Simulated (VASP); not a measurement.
Te4W:

```
Te W
1.0
     0.00000    4.23446    4.23446
     4.23446    0.00000    4.23446
     4.23446    4.23446    0.00000
Te W
4 1
Direct
  0.61352 0.61352 0.61352
  0.61352 0.61352 0.15945
  0.61352 0.15945 0.61352
  0.15945 0.61352 0.61352
  0.25000 0.25000 0.25000
```

The cell was generated, and may not be a known phase.

- Program: VASP 6.6.1
- Task: relaxation of cell and atoms
- Functional: PBE
- Potentials or basis: VASP PAW PBE potentials, release 64 (Te, W_sv)
- Cutoff: 600 eV
- k mesh: 4 × 4 × 4
- Occupations: gaussian, width 0.1 eV
- Spin: no spin polarisation

At the start: pressure 10.2 GPa; volume 30.37 Å³/atom.

**Question.** Where does the relaxation end?

**Answer.** Over 8 steps the energy falls by 323.4 meV/atom and the volume is 33.00 Å³/atom (+8.6 %); space group F-43m (No. 216, to 0.1 Å) before and after.

Step by step:
| step | energy change (eV) | largest force (eV/Å) | pressure (GPa) | volume (Å³) |
| --- | --- | --- | --- | --- |
| 1 | 0.0000 | 4.8752 | 10.21 | 151.85 |
| 2 | -0.8383 | 0.6004 | -4.88 | 198.47 |
| 3 | -1.5333 | 0.3868 | -1.90 | 174.11 |
| 4 | -1.5352 | 0.4453 | -1.75 | 173.45 |
| 5 | -1.5357 | 0.5099 | -1.56 | 172.75 |
| 6 | -1.6112 | 0.2034 | -0.21 | 166.05 |
| 7 | -1.6152 | 0.0936 | 0.24 | 164.19 |
| 8 | -1.6168 | 0.0098 | 0.03 | 164.98 |

Final structure:
```
Te W
1.0
     0.00000    4.35309    4.35309
     4.35309    0.00000    4.35309
     4.35309    4.35309    0.00000
Te W
4 1
Direct
  0.62428 0.62428 0.62428
  0.62428 0.62428 0.12715
  0.62428 0.12715 0.62428
  0.12715 0.62428 0.62428
  0.25000 0.25000 0.25000
```
